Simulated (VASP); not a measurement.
# MgS (F-43m) in VASP: further runs

Runs on MgS. Level: HSE06. Tasks: single point.

Program: VASP 6.6.1. These are calculated values, not measurements. Logs are shortened: lines on timing, memory, paths and dates and some standing lists are left out, and cuts for length are marked.

## Step 1: The cell of the first run

It takes space group F-43m (No. 216, cubic). Conventional cell: a = 5.605 Å, b = 5.605 Å, c = 5.605 Å, α = 90.00°, β = 90.00°, γ = 90.00°. Within 3.2 Å of Mg (site symmetry -43m) lie 4 S at 2.43 Å. S (site symmetry -43m) has 4 Mg at 2.43 Å within 3.2 Å.

## Step 2: Single point, HSE06 (strain -1.0%)

Input file POSCAR:

```
MgS
1.0
    0.0000000000      2.8025680728      2.8025680728
    2.8025680728      0.0000000000      2.8025680728
    2.8025680728      2.8025680728      0.0000000000
Mg S
1 1
Direct
    0.0000000000      0.0000000000      0.0000000000
    0.2500000000      0.2500000000      0.2500000000
```

Input file INCAR.step1:

```
SYSTEM = MgS
PREC = Accurate ; ENCUT = 520
EDIFF = 1E-5 ; ISMEAR = 0
SIGMA = 0.01 ; LREAL = .FALSE.
LASPH = .TRUE. ; NELM = 60
ALGO = Normal ; ISIF = 2
LWAVE = .TRUE. ; LCHARG = .FALSE.
GGA = PE ; NBANDS = 11
```

Input file INCAR.step2:

```
SYSTEM = MgS
PREC = Accurate ; ENCUT = 520
EDIFF = 1E-6 ; ISMEAR = 0
SIGMA = 0.01 ; LREAL = .FALSE.
LASPH = .TRUE. ; NELM = 60
ALGO = Normal ; ISIF = 2
LWAVE = .FALSE. ; LCHARG = .FALSE.
GGA = PE ; LHFCALC = .TRUE.
HFSCREEN = 0.2079 ; PRECFOCK = Normal
ISTART = 1 ; NBANDS = 11
```

Input file KPOINTS:

```
Automatic mesh
0
G
  6 6 6
  0 0 0
```

Potentials or basis: VASP PAW PBE potentials, release 64 (Mg, S).

On the command line:

```sh
$ cat potpaw_PBE.64/Mg/POTCAR potpaw_PBE.64/S/POTCAR > POTCAR
$ cp INCAR.step1 INCAR
$ mpirun -np 1 vasp_std > vasp.out
$ cp INCAR.step2 INCAR
$ mpirun -np 1 vasp_std > vasp.out
```

OUTCAR:

```text
SYSTEM = MgS
   PREC = Accurate
   ENCUT = 520
   EDIFF = 1E-6
   ISMEAR = 0
   LREAL = .FALSE.
   LASPH = .TRUE.
   NELM = 60
   ISIF = 2
   GGA = PE
   LHFCALC = .TRUE.
   HFSCREEN = 0.2079
   PRECFOCK = Normal
   ISTART = 1

 ion  position               nearest neighbor table
   1  0.000  0.000  0.000-   2 2.43   2 2.43   2 2.43   2 2.43
   2  0.250  0.250  0.250-   1 2.43   1 2.43   1 2.43   1 2.43

  LATTYP: Found a face centered cubic cell.
 ALAT       =     5.6051361456

  Lattice vectors:

 A1 = (   0.0000000000,   2.8025680728,   2.8025680728)
 A2 = (   2.8025680728,   0.0000000000,   2.8025680728)
 A3 = (   2.8025680728,   2.8025680728,   0.0000000000)

Analysis of symmetry for initial positions (statically):
=====================================================================
 Subroutine PRICEL returns:
 Original cell was already a primitive cell.

 Routine SETGRP: Setting up the symmetry group for a
 face centered cubic supercell.

 Subroutine GETGRP returns: Found 24 space group operations
 (whereof 24 operations were pure point group operations)
 out of a pool of 48 trial point group operations.

The static configuration has the point symmetry T_d .

Analysis of symmetry for dynamics (positions and initial velocities):
=====================================================================
 Subroutine PRICEL returns:
 Original cell was already a primitive cell.

 Routine SETGRP: Setting up the symmetry group for a
 face centered cubic supercell.

 Subroutine GETGRP returns: Found 24 space group operations
 (whereof 24 operations were pure point group operations)
 out of a pool of 48 trial point group operations.

The dynamic configuration has the point symmetry T_d .

 Subroutine INISYM returns: Found 24 space group operations
 (whereof 24 operations are pure point group operations),
 and found     1 'primitive' translations

----------------------------------------------------------------------------------------

                                     Primitive cell

  volume of cell :      44.0249

  direct lattice vectors                    reciprocal lattice vectors
     0.000000000  2.802568073  2.802568073    -0.178407798  0.178407798  0.178407798
     2.802568073  0.000000000  2.802568073     0.178407798 -0.178407798  0.178407798
     2.802568073  2.802568073  0.000000000     0.178407798  0.178407798 -0.178407798

  length of vectors
     3.963429778  3.963429778  3.963429778     0.309011371  0.309011371  0.309011371

  position of ions in fractional coordinates (direct lattice)
     0.000000000  0.000000000  0.000000000
[... 88 lines left out ...]
     AMIX     =   0.40;   BMIX     =  1.00
     AMIX_MAG =   1.60;   BMIX_MAG =  1.00
  volume/ion in A,a.u.               =      22.01       148.55
  Fermi-wavevector in a.u.,A,eV,Ry     =   0.927268  1.752283 11.698645  0.859826
  Thomas-Fermi vector in A             =   2.053320
   LORBIT       =      0    0 simple, 1 ext, 2 COOP (PROOUT), +10 PAW based schemes
   GGA     = PE    functional components
   LHFCALC =     T    Hartree Fock is set to
   PRECFOCK=normal    Normal, Fast or Accurate (Low or Medium for compatibility)
   ENCUT4O =  -1.0   cutoff for four orbital integrals eV
   NKREDX  =     1    reduce k-point grid by
   NKREDY  =     1    reduce k-point grid by
   NKREDZ  =     1    reduce k-point grid by
   AEXX    =    0.2500 exact exchange contribution
   HFSCREEN=    0.2079 screening length (either q_TF or 0.3 A-1)
   HFSCREENC=   0.2079 screening length for correlation (either q_TF or 0.3 A-1)
   ENCUTFOCK=  -1.0 apply spherical cutoff to Coloumb kernel
   IVDW    =     0    specifies the selected vdW correction
   LEPSILON=     F    determine dielectric tensor
   LRPA    =     F    only Hartree local field effects (RPA)
 non-spin polarized calculation
 Gauss-broadening in eV      SIGMA  =   0.01
  energy-cutoff  :      520.00
  volume of cell :       44.02
 maximum number of plane-waves:      1243
 NGX is ok and might be reduce to    30
  NGX = 24; NGY = 24; NGZ = 24

 number of electron       8.0000000 magnetization

 Free energy of the ion-electron system (eV)
  ---------------------------------------------------
  ext. energy  EPLUGINS =         0.00000000
  ---------------------------------------------------
  free energy    TOTEN  =        -9.83879528 eV

  energy without entropy =       -9.83879528  energy(sigma->0) =       -9.83879528

 E-fermi :   0.6355     XC(G=0):  -7.1119

 val. band max:        0.5176739580   @ k =   0.0000   0.0000   0.0000
 cond. band min:       5.1921139288   @ k =   0.0000   0.0000   0.0000
 fundamental gap:      4.6744399708
 Fermi energy:         0.6355315487

 k-point     1 :       0.0000    0.0000    0.0000
  band No.  band energies     occupation
      1     -12.0149      2.00000
      2       0.5177      2.00000
      3       0.5177      2.00000
      4       0.5177      2.00000
      5       5.1921      0.00000
      6       9.7885      0.00000
      7       9.7885      0.00000
      8       9.7885      0.00000
      9      12.7898      0.00000
     10      12.7898      0.00000
     11      15.8234      0.00000
[... 197 lines left out ...]
 k-point    16 :      -0.3333    0.5000    0.1667
  band No.  band energies     occupation
      1     -10.9466      2.00000
      2      -2.2769      2.00000
      3      -1.2319      2.00000
      4      -0.8861      2.00000
      5       6.5289      0.00000
      6       8.6259      0.00000
      7      11.3600      0.00000
      8      11.4502      0.00000
      9      14.8148      0.00000
     10      16.0902      0.00000
     11      16.1550      0.00000

------------------------ aborting loop because EDIFF is reached ----------------------------------------

  FORCE on cell =-STRESS in cart. coord.  units (eV):
  Direction    XX          YY          ZZ          XY          YZ          ZX
  --------------------------------------------------------------------------------------
  -------------------------------------------------------------------------------------
  Total        0.4882593      0.4882593      0.4882593     -0.0000000      0.0000000     -0.0000000
  in kB       17.7689841     17.7689841     17.7689841     -0.0000000      0.0000000     -0.0000000
  external PRESSURE =      17.7689841 kB  Pullay stress =       0.0000000 kB

 VOLUME and BASIS-vectors are now :
 -----------------------------------------------------------------------------
  energy-cutoff  :      520.00
  volume of cell :       44.02
      direct lattice vectors                 reciprocal lattice vectors
     0.000000000  2.802568073  2.802568073    -0.178407798  0.178407798  0.178407798
     2.802568073  0.000000000  2.802568073     0.178407798 -0.178407798  0.178407798
     2.802568073  2.802568073  0.000000000     0.178407798  0.178407798 -0.178407798

 POSITION                                       TOTAL-FORCE (eV/Angst)
 -----------------------------------------------------------------------------------
      0.00000      0.00000      0.00000         0.000000      0.000000      0.000000
      1.40128      1.40128      1.40128        -0.000000     -0.000000     -0.000000
 -----------------------------------------------------------------------------------
    total drift:                                0.000001      0.000001      0.000001

  FREE ENERGIE OF THE ION-ELECTRON SYSTEM (eV)
  ---------------------------------------------------
  free  energy   TOTEN  =        -9.8387952760 eV

  energy  without entropy=       -9.8387952760  energy(sigma->0) =       -9.83879528
```

OUTCAR.step1:

```text
SYSTEM = MgS
   PREC = Accurate
   ENCUT = 520
   EDIFF = 1E-5
   ISMEAR = 0
   LREAL = .FALSE.
   LASPH = .TRUE.
[... 435 lines left out ...]
      0.00000      0.00000      0.00000         0.000000      0.000000      0.000000
      1.40128      1.40128      1.40128        -0.000000     -0.000000     -0.000000
 -----------------------------------------------------------------------------------
    total drift:                               -0.000000     -0.000000     -0.000000

  FREE ENERGIE OF THE ION-ELECTRON SYSTEM (eV)
  ---------------------------------------------------
  free  energy   TOTEN  =        -8.4542354741 eV

  energy  without entropy=       -8.4542354741  energy(sigma->0) =       -8.45423547
```

OSZICAR.step1:

```text
N       E                     dE             d eps       ncg     rms          rms(c)
DAV:   1     0.252777256251E+02    0.25278E+02   -0.35638E+03   352   0.588E+02
DAV:   2    -0.702927712970E+01   -0.32307E+02   -0.31117E+02   419   0.973E+01
DAV:   3    -0.895112499114E+01   -0.19218E+01   -0.19193E+01   430   0.270E+01
DAV:   4    -0.896717367499E+01   -0.16049E-01   -0.16047E-01   422   0.293E+00
DAV:   5    -0.896739461296E+01   -0.22094E-03   -0.22094E-03   432   0.342E-01    0.412E+00
DAV:   6    -0.848338289157E+01    0.48401E+00   -0.11859E+00   373   0.409E+00    0.319E+00
DAV:   7    -0.844740371026E+01    0.35979E-01   -0.27390E-01   418   0.215E+00    0.249E+00
DAV:   8    -0.845484183677E+01   -0.74381E-02   -0.22378E-02   382   0.906E-01    0.139E+00
DAV:   9    -0.845403432860E+01    0.80751E-03   -0.22937E-03   400   0.240E-01    0.427E-01
DAV:  10    -0.845423061977E+01   -0.19629E-03   -0.59255E-04   391   0.115E-01    0.865E-02
DAV:  11    -0.845423547408E+01   -0.48543E-05   -0.52032E-05   415   0.296E-02
   1 F= -.84542355E+01 E0= -.84542355E+01  d E =-.274498E-62
```

It took 14 min on 1 thread of Intel Xeon Platinum 8259CL at 2.50GHz (Skylake/Cascade Lake), shared host; peak memory 0.29 GiB.

What came out:

* Free energy: -9.8388 eV
* Pressure: 1.8 GPa
* Band gap on the k mesh: 4.67 eV

Caveat: the cell differs from its parent crystal (strain -1.0%); the structure was generated, so it needn't be the stable form of MgS; the PAW data sets were made with another functional, which shifts forces and pressure a little. A k mesh can miss the band edges.

(Continued in part 2 of 3.)
